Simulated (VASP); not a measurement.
**AgBr2: single point with PBE**

The system is AgBr2.

```
CELL_PARAMETERS angstrom
0.00000 2.92200 2.92200
2.92200 0.00000 2.92200
2.92200 2.92200 0.00000
ATOMIC_POSITIONS crystal
Ag 0.00000 0.00000 0.00000
Br 0.25000 0.25000 0.25000
Br 0.75000 0.75000 0.75000
```

| Item | Value |
| --- | --- |
| Program | VASP 6.6.1 |
| Task | single point |
| Functional | PBE |
| Potentials or basis | VASP PAW PBE potentials, release 64 (Ag, Br) |
| Cutoff | 520 eV |
| k mesh | 6 × 6 × 6 |
| Occupations | gaussian, width 0.1 eV |
| Spin | no spin polarisation |

- Pressure: 63.3 GPa

Levels at points of the mesh, in eV from the Fermi level:
```
           k point  band 10  band 11  band 12  band 13  band 14  band 15  band 16  band 17
(0.00, 0.00, 0.00)    -2.00    -1.30    -1.30    -1.30     3.61     3.61     3.61     3.86
(0.50, 0.00, 0.00)    -4.71    -3.65    -1.08    -1.08     6.40     6.78     8.10     8.10
(0.50, 0.50, 0.00)    -4.05    -0.07     0.53     0.53     2.21     7.35     7.61    10.32
```

Wall time 10 s on 1 thread of AMD EPYC 9R45 96-Core Processor (Zen 5), on a shared host, peak memory 0.15 GiB.

Caveat: an odd number of electrons without spin polarisation forces a metal; a magnetic or distorted state may lie lower.
